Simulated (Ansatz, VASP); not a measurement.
One calculation of Hf, two programs

INCAR

```
SYSTEM = Hf
ALGO = Normal ; EDIFF = 1E-8
ENCUT = 520 ; GGA = CA
ISIF = 2 ; ISMEAR = -1
LASPH = .TRUE. ; LCHARG = .FALSE.
LEFG = .TRUE. ; LREAL = .FALSE.
LWAVE = .FALSE. ; NBANDS = 11
NELM = 80 ; PREC = Accurate
SIGMA = 0.03
```

The input KPOINTS:

```
k-points
0
G
  13 13 13
  0 0 0
```

Contents of POSCAR:

```
Hf
1.0
    0.0000000000      2.2492138765      2.2492138765
    2.2492138765      0.0000000000      2.2492138765
    2.2492138765      2.2492138765      0.0000000000
Hf
1
Direct
    0.0000000000      0.0000000000      0.0000000000
```

Input for Ansatz:

```yaml
crystal:
  lattice:
    - [0.0, 2.2492138765, 2.2492138765]
    - [2.2492138765, 0.0, 2.2492138765]
    - [2.2492138765, 2.2492138765, 0.0]
  atoms:
    - { symbol: Hf, position: [0.0, 0.0, 0.0] }
kpoints:
  mp_grid: { grid: [13, 13, 13] }
scf:
  occupations: { method: fermi_dirac, width: 0.03 }
hamiltonian:
  xc: lda
  pseudopotentials: { kind: all_electron, datasets: crystal }
output:
  forces: true
  stress: true
  eigenvalues: true
  efg: { contact_densities: true }
```

Change from the starting cell: volume scaled by 1.04, crystal datasets.

Alike in both runs: task electric field gradients; functional LDA; k mesh 13 × 13 × 13; occupations fermi-dirac, width 0.03 eV; no spin polarisation.

|  | VASP | Ansatz |
| --- | --- | --- |
| version | VASP 6.6.1 | Ansatz 0.2.0 |
| potentials or method | VASP PAW LDA potentials, release 64 (Hf_pv), cutoff 520 eV | all-electron PAW with datasets made for the crystal, scalar-relativistic |

|  | VASP | Ansatz | Ansatz less VASP |
| --- | --- | --- | --- |
| pressure (GPa) | -9.1 | -9.1 | +0.03 |

LDA's correlation is that of Perdew and Zunger in VASP and of Perdew and Wang (1992) in Ansatz. Ansatz ran all-electron here, and VASP with PAW potentials.

Spin-orbit coupling is off throughout.
